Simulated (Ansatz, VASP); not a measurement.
# One calculation of Li2Se, two programs

```
CELL_PARAMETERS angstrom
0.00000 2.99346 2.99346
2.99346 0.00000 2.99346
2.99346 2.99346 0.00000
ATOMIC_POSITIONS crystal
Li 0.25000 0.25000 0.25000
Li 0.75000 0.75000 0.75000
Se 0.00000 0.00000 0.00000
```

Alike in both runs: task single point; functional LDA; k mesh 6 × 6 × 6; no spin polarisation.

|  | VASP | Ansatz |
| --- | --- | --- |
| version | VASP 6.6.1 | Ansatz 0.2.0 |
| potentials or method | VASP PAW LDA potentials, release 64 (Li_sv, Se) | plane waves, PAW |
| plane-wave cutoff (eV) | 750 | 420 |
| occupations | gaussian, width 0.01 eV | fixed |
| valence electrons in the cell | 12 | 22 |

Ansatz gave:

| Quantity | Value |
| --- | --- |
| gap on the k mesh at the Fermi level (eV) | 2.81 |

**Question.** What did VASP give for the same quantities?

**Answer.** gap on the k mesh at the Fermi level (eV): 2.80.

LDA's correlation is that of Perdew and Zunger in VASP and of Perdew and Wang (1992) in Ansatz. VASP's potentials hold 12 valence electrons a cell and Ansatz's 22, so a difference there can come from the potentials and not from the codes.
